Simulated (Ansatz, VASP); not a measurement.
**AlN: VASP beside Ansatz**

INCAR

```
PREC = Accurate
ENCUT = 520
EDIFF = 1E-7
ISMEAR = 0
SIGMA = 0.1
LREAL = False
LASPH = True
NELM = 80
ALGO = Normal
ISIF = 2
LWAVE = False
LCHARG = False
GGA = PE
NBANDS = 16
```

The input KPOINTS:

```
regular mesh
0
Gamma
  8 8 8
```

POSCAR

```
AlN
1.0
   -1.3089251800      1.4058367800      4.9528860800
    1.3089251800     -1.4058367800      4.9528860800
    1.3089251800      1.4058367800     -4.9528860800
Al N
2 2
Direct
    0.4386600000      0.4386600000      0.0000000000
    0.1882499900      0.1882499900      0.0000000000
    0.0613400000      0.5613400000      0.5000000000
    0.3117500100      0.8117500100      0.5000000000
```

Input for Ansatz:

```yaml
crystal:
  lattice:
    - [-1.30892518, 1.40583678, 4.95288608]
    - [1.30892518, -1.40583678, 4.95288608]
    - [1.30892518, 1.40583678, -4.95288608]
  atoms:
    - { symbol: Al, position: [0.43866, 0.43866, 0.0] }
    - { symbol: Al, position: [0.18824999, 0.18824999, 0.0] }
    - { symbol: "N", position: [0.06134, 0.56134, 0.5] }
    - { symbol: "N", position: [0.31175001, 0.81175001, 0.5] }
basis:
  ecutwfc: 420
kpoints:
  mp_grid: { grid: [8, 8, 8] }
hamiltonian:
  xc: pbe
scf:
  occupations: { method: gaussian, width: 0.1 }
  lower_state_search: "off"
output:
  forces: true
  stress: true
  eigenvalues: true
```

Alike in both runs: task single point; functional PBE; k mesh 8 × 8 × 8; occupations gaussian, width 0.1 eV; no spin polarisation.

```csv
,VASP,Ansatz
version,VASP 6.6.1,Ansatz 0.2.0
potentials or method,"VASP PAW PBE potentials, release 64 (Al, N), cutoff 520 eV","scalar-relativistic, plane waves, PAW"
valence electrons in the cell,16,16
```

|  | VASP | Ansatz | Ansatz less VASP |
| --- | --- | --- | --- |
| gap on the k mesh at the Fermi level (eV) | none | none | - |
| rms of the force components (eV/Å) | 1.112 | 1.104 | -0.0077 |

Atom by atom the forces differ by 0.011 eV/Å (rms over components). A gap of «none» marks a metal or a gap that the smearing closes.

The k mesh is coarse, so the values compare programs but aren't converged.
